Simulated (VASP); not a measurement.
Input of a VASP 6.6.1 run:

File INCAR:

```
PREC = Accurate
ENCUT = 520
EDIFF = 1E-6
ISMEAR = 0
SIGMA = 0.15
LREAL = False
LASPH = True
NELM = 80
ALGO = Normal
ISIF = 2
LWAVE = False
LCHARG = False
GGA = PE
NBANDS = 12
```

Contents of KPOINTS:

```
regular mesh
0
Gamma
  22 22 22
```

POSCAR

```
Cu
1.0
    0.0000000000      1.7532750000      1.8075000000
    1.7532750000      0.0000000000      1.8075000000
    1.7532750000      1.7532750000      0.0000000000
Cu
1
Direct
    0.0000000000      0.0000000000      0.0000000000
```

Potentials or basis: VASP PAW PBE potentials, release 64 (Cu).

Run with:

```sh
$ cat potpaw_PBE.64/Cu/POTCAR > POTCAR
$ mpirun -np 1 vasp_std > vasp.out
```

Task: Estimate the band gap on the k mesh.

Result: Zero (an odd number of electrons rules out a gap without spin polarisation).

Task: What does it give for the pressure?

Result: 13.0 GPa.

Stress tensor (GPa, compression positive):
```
13.78  0.00  0.00
 0.00 13.78  0.00
 0.00  0.00 11.43
```

Caveat: the cell differs from its parent crystal (strain -0.030 along x and y, +0.000 along z); the cell stands under pressure.
